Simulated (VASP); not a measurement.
Here is a VASP 6.6.1 calculation.

POSCAR

```
GaN
1.0
    3.1800000000      0.0000000000      0.0000000000
   -1.5900000000      2.7539607840      0.0000000000
    0.0000000000      0.0000000000      5.1660000000
Ga N
2 2
Direct
    0.6666666667      0.3333333333      0.5000000000
    0.3333333333      0.6666666667      0.0000000000
    0.6666666667      0.3333333333      0.8750000000
    0.3333333333      0.6666666667      0.3750000000
```

File INCAR.step1:

```
PREC = Accurate
ENCUT = 1080
EDIFF = 1E-5
ISMEAR = -1
SIGMA = 0.05
LREAL = False
LASPH = True
NELM = 120
ALGO = Normal
ISIF = 2
LWAVE = True
LCHARG = False
GGA = PE
NBANDS = 26
GGA_COMPAT = False
```

File INCAR.step2:

```
PREC = Accurate
ENCUT = 1080
EDIFF = 1E-6
ISMEAR = -1
SIGMA = 0.05
LREAL = False
LASPH = True
NELM = 120
ALGO = Normal
ISIF = 2
LWAVE = False
LCHARG = False
METAGGA = R2SCAN
LHFCALC = True
AEXX = 0.1
LMIXTAU = True
PRECFOCK = Normal
ISTART = 1
NBANDS = 26
GGA_COMPAT = False
```

Contents of KPOINTS:

```
regular mesh
0
Gamma
  5 5 3
```

Potentials or basis: VASP PAW PBE potentials, release 64 (Ga_d, N_h).

Command:

```sh
$ cat potpaw_PBE.64/Ga_d/POTCAR potpaw_PBE.64/N_h/POTCAR > POTCAR
$ cp INCAR.step1 INCAR
$ mpirun -np 1 vasp_std > vasp.out
$ cp INCAR.step2 INCAR
$ mpirun -np 1 vasp_std > vasp.out
```

(1) What does it give for the largest force?

(2) What does it give for the band gap on the k mesh?

Results:

(1) 0.149 eV/Å.

(2) 3.12 eV.

Caveat: the k points lie up to 0.46 Å⁻¹ apart; the PAW data sets were made with another functional, which shifts forces and pressure a little.
